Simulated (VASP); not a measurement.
Runs of VASP 6.6.1 on Co. Symmetry: P6_3/mmc, No. 194, hexagonal system. The conventional cell has a = 2.472 Å, b = 2.472 Å, c = 4.027 Å, α = 90.00°, β = 90.00°, γ = 120.00°. Co (site symmetry -6m2) has 12 Co at 2.47 Å within 3.3 Å. 

```csv
k mesh,smearing,gap on the mesh (eV),pressure (GPa),moment (μB)
5 × 5 × 3,fermi-dirac 0.05 eV,none,3.9,3.92
4 × 4 × 2,fermi-dirac 0.05 eV,none,(a),3.37
15 × 15 × 8,fermi-dirac 0.01 eV,none,-1.8,3.37
15 × 15 × 8,fermi-dirac 0.05 eV,none,-1.5,(c)
12 × 12 × 6,fermi-dirac 0.05 eV,none,-0.7,(b)
```

Alike in all rows: task single point; level r2SCAN; potentials or basis VASP PAW PBE potentials, release 64 (Co); spin collinear, ferromagnetic start; cell as given; cutoff (eV) 520.

Question: Estimate the missing entries.

Answer: (a) -1.6; (b) 3.48; (c) 3.40.

Caveats: some runs use coarse meshes; the PAW data sets were made with another functional, which shifts forces and pressure a little.

A gap of «none» marks levels without a gap at the run's occupations.
